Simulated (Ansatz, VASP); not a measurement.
# Two plane-wave programs on CoO

```xyz
2
Lattice="1.4954 0.8633 2.4236 -1.4954 0.8633 2.4236 0.0000 -1.7267 2.4236" Properties=species:S:1:pos:R:3 pbc="T T T"
Co    0.0000    0.0000    0.0000
O     0.0000    0.0000    3.6353
```

Alike in both runs: task single point; functional PBE; k mesh 11 × 11 × 11; occupations fermi-dirac, width 0.05 eV; collinear spin.

```csv
,VASP,Ansatz
version,VASP 6.6.1,Ansatz 0.2.0
potentials or method,"VASP PAW PBE potentials, release 64 (Co, O)",Ansatz PAW
plane-wave cutoff (eV),520,420
valence electrons in the cell,15,23
```

VASP gave:

| Quantity | Value |
| --- | --- |
| gap on the k mesh at the Fermi level (eV) | none |
| pressure (GPa) | 2.9 |
| traceless stress, the component that is largest in VASP (GPa) | -0.32 |
| net moment per atom (μB) | 1.41 |
| size of the moment on the site where the two differ most (μB) | 2.50 |

Q: Which values does Ansatz return?

A: gap on the k mesh at the Fermi level (eV): none; pressure (GPa): 3.5; traceless stress, the component that is largest in VASP (GPa): -0.35; net moment per atom (μB): 1.43; size of the moment on the site where the two differ most (μB): 2.44.

Site moments also hang on the region over which each program counts them. A gap of «none» marks a metal or a gap that the smearing closes. VASP's potentials hold 15 valence electrons a cell and Ansatz's 23, so a difference there can come from the potentials and not from the codes.
